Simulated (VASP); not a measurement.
Input of a VASP 6.6.1 run:

INCAR

```
SYSTEM = CuO
PREC = Accurate
ENCUT = 520
EDIFF = 1E-6
ISMEAR = -1
SIGMA = 0.05
LREAL = .FALSE.
LASPH = .TRUE.
NELM = 100
ALGO = Normal
ISIF = 2
LWAVE = .FALSE.
LCHARG = .FALSE.
GGA = PE
NBANDS = 25
```

The input KPOINTS:

```
Automatic mesh
0
G
  10 10 6
  0 0 0
```

Contents of POSCAR:

```
CuO
1.0
    0.0004090985     -2.1242294685     -2.1184641189
   -2.1232189905      0.0001449853     -2.1182000056
    2.1250743475      2.1252924857     -4.2384003536
Cu O
2 2
Direct
    0.4999980836      0.5000006811      0.4999996310
   -0.0000019164      1.0000006811      0.9999996310
    0.7500019164      0.7499993189      0.7500003690
    0.2500019164      0.2499993189      0.2500003690
```

Potentials or basis: VASP PAW PBE potentials, release 64 (Cu, O).

Launch:

```console
$ cat potpaw_PBE.64/Cu/POTCAR potpaw_PBE.64/O/POTCAR > POTCAR
$ mpirun -np 1 vasp_std > vasp.out
```

(1) Estimate the pressure.

(2) Estimate the band gap on the k mesh.

## Answers

(1) 0.3 GPa.

(2) zero (bands 17 and 18 overlap by 1.16 eV).

Caveat: semilocal functionals often make such compounds metallic where correlation or magnetic order opens a gap, which also shifts bond lengths.
